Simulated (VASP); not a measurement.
The system is BN.

```xyz
4
Lattice="2.3060 0.0000 0.0000 -1.1530 2.1550 0.0000 0.0000 0.0000 6.4953" Properties=species:S:1:pos:R:3 pbc="T T T"
B     0.0000    1.4367    1.6238
B     1.1530    0.7183    4.8715
N     0.0000    1.4367    4.8715
N     1.1530    0.7183    1.6238
```

This cell differs from its parent crystal: normal strain along x -0.0733, normal strain along z +0.0000.

| Item | Value |
| --- | --- |
| Program | VASP 6.6.1 |
| Task | relaxation of the atoms |
| Functional | LDA |
| Potentials or basis | VASP PAW LDA potentials, release 64 (B, N) |
| Cutoff | 520 eV |
| k mesh | 12 × 12 × 4 |
| Occupations | gaussian, width 0.05 eV |
| Spin | no spin polarisation |

At the start: pressure 36.2 GPa; volume 8.07 Å³/atom.

Q: Where does the relaxation end?

A: Over 7 steps the energy falls by 12.0 meV/atom at a fixed cell; space group Cmcm (No. 63, to 0.1 Å) before and after.

The path:
```tsv
step	energy change (eV)	largest force (eV/Å)	pressure (GPa)
1	0.0000	1.6069	36.19
2	0.9142	8.1414	39.79
3	-0.0481	0.0209	34.73
4	-0.0481	0.0246	34.74
5	-0.0481	0.0238	34.74
6	-0.0482	0.0202	34.74
7	-0.0482	0.0060	34.73
```

Final structure:
```
B N
1.0
     2.30596    0.00000    0.00000
    -1.15298    2.15498    0.00000
     0.00000    0.00000    6.49527
B N
2 2
Direct
  0.33654 0.67307 0.25000
  0.66346 0.32693 0.75000
  0.33703 0.67406 0.75000
  0.66297 0.32594 0.25000
```

Caveat: the cell differs from its parent crystal (normal strain along x -0.0733, normal strain along z +0.0000).
